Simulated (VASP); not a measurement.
# Zr (P6_3/mmc) in VASP: notebook

Zr is run at these levels: LDA; tasks: relaxation of shape and atoms at fixed volume, relaxation of cell and atoms.

Program: VASP 6.6.1. These are calculated values, not measurements. Logs are shortened: lines on timing, memory, paths and dates and some standing lists are left out, and cuts for length are marked.

## 1. The cell of the first run

Symmetry: P6_3/mmc, No. 194, hexagonal system. The conventional cell has a = 2.917 Å, b = 2.917 Å, c = 4.731 Å, α = 90.00°, β = 90.00°, γ = 120.00°. Within 3.8 Å of Zr (site symmetry -6m2) lie 12 Zr at 2.90 to 2.92 Å.

## 2. Relaxation of shape and atoms at fixed volume, LDA

The input, INCAR:

```
ALGO     = Normal         # electronic algorithm
EDIFF    = 1E-7           # SCF threshold, eV
EDIFFG   = -0.005         # ionic threshold
ENCUT    = 600            # plane-wave cutoff, eV
GGA      = CA             # functional
IBRION   = 2              # ionic algorithm
ISIF     = 4              # what is computed and relaxed
ISMEAR   = -1             # smearing method
LASPH    = True           # aspherical terms in the spheres
LCHARG   = False          # write CHGCAR
LREAL    = False          # projectors in reciprocal space
LWAVE    = False          # write WAVECAR
NELM     = 100            # most SCF steps
NSW      = 50             # ionic steps
PREC     = Accurate       # precision mode
SIGMA    = 0.1            # smearing width, eV
```

The input, KPOINTS:

```
k-points
0
Gamma
  14 14 8
```

The input, POSCAR:

```
Zr
1.0
    2.9172811205      0.0000000000      0.0000000000
   -1.4586405602      2.5264395603      0.0000000000
    0.0000000000      0.0000000000      4.7311142364
Zr
2
Direct
    0.3333333333      0.6666666667      0.2500000000
    0.6666666667      0.3333333333      0.7500000000
```

Potentials or basis: VASP PAW LDA potentials, release 64 (Zr_sv).

The run is started by

```sh
> cat potpaw_LDA.64/Zr_sv/POTCAR > POTCAR
> mpirun -np 1 vasp_std > vasp.out
```

OUTCAR:

```text
EDIFF = 1E-7
   EDIFFG = -0.005
   ENCUT = 600
   GGA = CA
   IBRION = 2
   ISIF = 4
   ISMEAR = -1
   LASPH = True
   LREAL = False
   NELM = 100
   NSW = 50
   PREC = Accurate

 ion  position               nearest neighbor table
   1  0.333  0.667  0.250-   2 2.90   2 2.90   2 2.90   2 2.90   2 2.90   2 2.90
   2  0.667  0.333  0.750-   1 2.90   1 2.90   1 2.90   1 2.90   1 2.90   1 2.90

  LATTYP: Found a hexagonal cell.
 ALAT       =     2.9172811205
 C/A-ratio  =     1.6217546548

  Lattice vectors:

 A1 = (   2.9172811205,   0.0000000000,   0.0000000000)
 A2 = (  -1.4586405602,   2.5264395603,   0.0000000000)
 A3 = (   0.0000000000,   0.0000000000,   4.7311142364)

Analysis of symmetry for initial positions (statically):
=====================================================================
 Subroutine PRICEL returns:
 Original cell was already a primitive cell.

 Routine SETGRP: Setting up the symmetry group for a
 hexagonal supercell.

 Subroutine GETGRP returns: Found 24 space group operations
 (whereof 12 operations were pure point group operations)
 out of a pool of 24 trial point group operations.

The static configuration has the point symmetry D_3d.
 The point group associated with its full space group is D_6h.

Analysis of symmetry for dynamics (positions and initial velocities):
=====================================================================
 Subroutine PRICEL returns:
 Original cell was already a primitive cell.

 Routine SETGRP: Setting up the symmetry group for a
 hexagonal supercell.

 Subroutine GETGRP returns: Found 24 space group operations
 (whereof 12 operations were pure point group operations)
 out of a pool of 24 trial point group operations.

The dynamic configuration has the point symmetry D_3d.
 The point group associated with its full space group is D_6h.

 Subroutine INISYM returns: Found 24 space group operations
 (whereof 12 operations are pure point group operations),
 and found     1 'primitive' translations

----------------------------------------------------------------------------------------

                                     Primitive cell

  volume of cell :      34.8699

  direct lattice vectors                    reciprocal lattice vectors
     2.917281121  0.000000000  0.000000000     0.342784928  0.197906971  0.000000000
    -1.458640560  2.526439560  0.000000000     0.000000000  0.395813941  0.000000000
     0.000000000  0.000000000  4.731114236     0.000000000  0.000000000  0.211366699

  length of vectors
     2.917281121  2.917281120  4.731114236     0.395813941  0.395813941  0.211366699

  position of ions in fractional coordinates (direct lattice)
     0.333333333  0.666666667  0.250000000
     0.666666667  0.333333333  0.750000000

  ion indices of the primitive-cell ions
   primitive index   ion index
                 1           1
                 2           2

----------------------------------------------------------------------------------------

 KPOINTS: k-points

Automatic generation of k-mesh.
 Grid dimensions read from file:
 generate k-points for:   14   14    8

 Generating k-lattice:

  Cartesian coordinates                     Fractional coordinates (reciprocal lattice)
     0.024484638  0.014136212  0.000000000     0.071428571  0.000000000  0.000000000
     0.000000000  0.028272424  0.000000000     0.000000000  0.071428571  0.000000000
     0.000000000  0.000000000  0.026420837     0.000000000  0.000000000  0.125000000

  Length of vectors
     0.028272424  0.028272424  0.026420837

  Shift w.r.t. Gamma in fractional coordinates (k-lattice)
     0.000000000  0.000000000  0.000000000

 Subroutine IBZKPT returns following result:
 ===========================================

 Found    120 irreducible k-points:

 Following reciprocal coordinates:
            Coordinates               Weight
  0.000000  0.000000  0.000000      1.000000
  0.071429  0.000000  0.000000      6.000000
  0.142857  0.000000  0.000000      6.000000
  0.214286  0.000000  0.000000      6.000000
  0.285714  0.000000  0.000000      6.000000
  0.357143  0.000000  0.000000      6.000000
[... 16 lines left out ...]
  0.285714  0.285714  0.000000      6.000000
  0.357143  0.285714  0.000000      6.000000
 [... further k-points ...]
   k-points           NKPTS =    120   k-points in BZ     NKDIM =    120   number of bands    NBANDS=     16
   number of dos      NEDOS =    301   number of ions     NIONS =      2
   total plane-waves  NPLWV =  23040
   dimension x,y,z NGX =    24 NGY =   24 NGZ =   40
   dimension x,y,z NGXF=    48 NGYF=   48 NGZF=   80
   ions per type =               2
   NGX,Y,Z   is equivalent  to a cutoff of  13.68, 13.68, 14.06 a.u.
   NGXF,Y,Z  is equivalent  to a cutoff of  27.35, 27.35, 28.11 a.u.
 SYSTEM =  unknown system
   PREC   = accura    normal or accurate (medium, high low for compatibility)
   ISTART =      0    job   : 0-new  1-cont  2-samecut
   ICHARG =      2    charge: 1-file 2-atom 10-const
   ISPIN  =      1    spin polarized calculation?
   LNONCOLLINEAR =      F non collinear calculations
   LSORBIT =      F    spin-orbit coupling
   LASPH  =      T    aspherical Exc in radial PAW
   ENCUT  =  600.0 eV  44.10 Ry    6.64 a.u.   5.83  5.83  9.45*2*pi/ulx,y,z
   NELM   =    100;   NELMIN=  2; NELMDL= -5     # of ELM steps
   EDIFF  = 0.1E-06   stopping-criterion for ELM
   LREAL  =      F    real-space projection
   EDIFFG = -.5E-02   stopping-criterion for IOM
   NSW    =     50    number of steps for IOM
   IBRION =      2    ionic relax: 0-MD 1-quasi-New 2-CG
   NFREE  =      1    steps in history (QN), initial steepest desc. (CG)
   ISIF   =      4    stress and relaxation
   ISYM   =      2    0-nonsym 1-usesym 2-fastsym
   POTIM  = 0.5000    time-step for ionic-motion
   TEBEG  =    0.0;   TEEND  =   0.0 temperature during run
   PSTRESS=    0.0 pullay stress
   NELECT =      24.0000    total number of electrons
   NUPDOWN=      -1.0000    fix difference up-down
   EMIN   =  10.00;   EMAX   =-10.00  energy-range for DOS
   EFERMI =   0.00;   METHOD = LEGACY
   ISMEAR =    -1;   SIGMA  =   0.10  broadening in eV -4-tet -1-fermi 0-gaus
   EFERMI_NEDOS =   21; number of points for ismear=-14 and -15
   IALGO  =     38    algorithm
   IMIX   =      4    mixing-type and parameters
     AMIX     =   0.40;   BMIX     =  1.00
     AMIX_MAG =   1.60;   BMIX_MAG =  1.00
  volume/ion in A,a.u.               =      17.43       117.66
  Fermi-wavevector in a.u.,A,eV,Ry     =   1.445423  2.731454 28.425950  2.089248
  Thomas-Fermi vector in A             =   2.563607
   LORBIT       =      0    0 simple, 1 ext, 2 COOP (PROOUT), +10 PAW based schemes
   GGA     = CA    functional components
   LHFCALC =     F    Hartree Fock is set to
   AEXX    =    0.0000 exact exchange contribution
   IVDW    =     0    specifies the selected vdW correction
   LEPSILON=     F    determine dielectric tensor
   LRPA    =     F    only Hartree local field effects (RPA)
 conjugate gradient relaxation of ions
 non-spin polarized calculation
  energy-cutoff  :      600.00
  volume of cell :       34.87
 maximum number of plane-waves:      1182
 NGX is ok and might be reduce to    24
   NGX = 11   NGY = 11   NGZ = 19

--------------------------------------- Ionic step        1  -------------------------------------------

 number of electron      24.0000000 magnetization

 Free energy of the ion-electron system (eV)
  ---------------------------------------------------
  ext. energy  EPLUGINS =         0.00000000
  ---------------------------------------------------
  free energy    TOTEN  =       -17.84078678 eV

  energy without entropy =      -17.78237952  energy(sigma->0) =      -17.81158315

------------------------ aborting loop because EDIFF is reached ----------------------------------------

  FORCE on cell =-STRESS in cart. coord.  units (eV):
  Direction    XX          YY          ZZ          XY          YZ          ZX
  --------------------------------------------------------------------------------------
  -------------------------------------------------------------------------------------
  Total        6.7912510      6.7912510      8.1343618      0.0000000     -0.0000000      0.0000000
  in kB      312.0396148    312.0396148    373.7519274      0.0000000     -0.0000000      0.0000000
  external PRESSURE =     332.6103857 kB  Pullay stress =       0.0000000 kB

 VOLUME and BASIS-vectors are now :
 -----------------------------------------------------------------------------
  energy-cutoff  :      600.00
  volume of cell :       34.87
      direct lattice vectors                 reciprocal lattice vectors
     2.917281121  0.000000000  0.000000000     0.342784928  0.197906971  0.000000000
    -1.458640560  2.526439560  0.000000000     0.000000000  0.395813941  0.000000000
     0.000000000  0.000000000  4.731114236     0.000000000  0.000000000  0.211366699
[... 73 lines left out ...]
 POSITION                                       TOTAL-FORCE (eV/Angst)
 -----------------------------------------------------------------------------------
     -0.00000      1.64975      1.23283        -0.000000      0.000000     -0.000000
      1.42873      0.82488      3.69848         0.000000     -0.000000      0.000000
 -----------------------------------------------------------------------------------
    total drift:                               -0.000000      0.000000     -0.000000

  FREE ENERGIE OF THE ION-ELECTRON SYSTEM (eV)
  ---------------------------------------------------
  free  energy   TOTEN  =       -17.8679864021 eV

  energy  without entropy=      -17.8122111755  energy(sigma->0) =      -17.84009879

--------------------------------------- Ionic step        4  -------------------------------------------

 number of electron      24.0000000 magnetization

 Free energy of the ion-electron system (eV)
  ---------------------------------------------------
  ext. energy  EPLUGINS =         0.00000000
  ---------------------------------------------------
  free energy    TOTEN  =       -17.86805225 eV

  energy without entropy =      -17.81254140  energy(sigma->0) =      -17.84029682

 E-fermi :  12.3088     XC(G=0): -12.6722

 val. band max:       12.3024649979   @ k =   0.2143   0.0714   0.2500
 cond. band min:      12.3255451905   @ k =   0.1429   0.1429   0.5000
 fundamental gap:      0.0230801927
 Fermi energy:        12.3088458879

 k-point     1 :       0.0000    0.0000    0.0000
  band No.  band energies     occupation
      1     -35.8350      2.00000
      2     -35.4712      2.00000
      3     -15.0065      2.00000
      4     -12.9245      2.00000
      5     -12.9132      2.00000
      6     -12.9132      2.00000
[... 8 lines left out ...]
     15      14.1498      0.00000
     16      14.4600      0.00000
[... 419 lines left out ...]
 k-point    24 :       0.3571    0.2857    0.0000
  band No.  band energies     occupation
      1     -35.2567      2.00000
      2     -35.2267      2.00000
      3     -14.6135      2.00000
      4     -14.3275      2.00000
      5     -14.2269      2.00000
      6     -13.9005      2.00000
[... 8 lines left out ...]
     15      14.5302      0.00000
     16      17.3819      0.00000

 [... further k-points ...]

------------------------ aborting loop because EDIFF is reached ----------------------------------------

  FORCE on cell =-STRESS in cart. coord.  units (eV):
  Direction    XX          YY          ZZ          XY          YZ          ZX
  --------------------------------------------------------------------------------------
  -------------------------------------------------------------------------------------
  Total        6.9092821      6.9092821      6.9204023      0.0000000      0.0000000      0.0000000
  in kB      317.4628259    317.4628259    317.9737680      0.0000000      0.0000000      0.0000000
  external PRESSURE =     317.6331400 kB  Pullay stress =       0.0000000 kB

 VOLUME and BASIS-vectors are now :
 -----------------------------------------------------------------------------
  energy-cutoff  :      600.00
  volume of cell :       34.87
      direct lattice vectors                 reciprocal lattice vectors
     2.854529920  0.000000000  0.000000000     0.350320378  0.202257564  0.000000000
    -1.427264960  2.472095426  0.000000000    -0.000000000  0.404515129  0.000000000
     0.000000000 -0.000000000  4.941408962     0.000000000 -0.000000000  0.202371430

 POSITION                                       TOTAL-FORCE (eV/Angst)
 -----------------------------------------------------------------------------------
     -0.00000      1.64806      1.23535         0.000000     -0.000000     -0.000000
      1.42726      0.82403      3.70606        -0.000000      0.000000      0.000000
 -----------------------------------------------------------------------------------
    total drift:                               -0.000000      0.000000     -0.000000

  FREE ENERGIE OF THE ION-ELECTRON SYSTEM (eV)
  ---------------------------------------------------
  free  energy   TOTEN  =       -17.8680522483 eV

  energy  without entropy=      -17.8125414015  energy(sigma->0) =      -17.84029682

 reached required accuracy - stopping structural energy minimisation
```

Wall time 4.7 min (1 thread of AMD EPYC 7R13, shared host); peak memory 0.16 GiB.

Results:

* Free energy: -17.8681 eV
* Energy gained by relaxing: 13.6 meV/atom
* Ionic steps: 4
* Pressure after relaxing: 31.8 GPa
* Band gap on the k mesh: zero (bands 12 and 13 overlap by 1.29 eV)

Step by step:
| step | energy change (eV) | largest force (eV/Å) | pressure (GPa) | volume (Å³) |
| --- | --- | --- | --- | --- |
| 1 | 0.0000 | 0.0000 | 33.26 | 34.87 |
| 2 | -0.0208 | 0.0000 | 32.52 | 34.87 |
| 3 | -0.0272 | 0.0000 | 31.83 | 34.87 |
| 4 | -0.0273 | 0.0000 | 31.76 | 34.87 |

Final structure:
```
CELL_PARAMETERS angstrom
2.85453 0.00000 0.00000
-1.42726 2.47210 0.00000
0.00000 0.00000 4.94141
ATOMIC_POSITIONS crystal
Zr 0.33333 0.66667 0.25000
Zr 0.66667 0.33333 0.75000
```

(Continued in part 2 of 2.)

The gap in the log of VASP goes by the Fermi energy; the results here count the filled bands.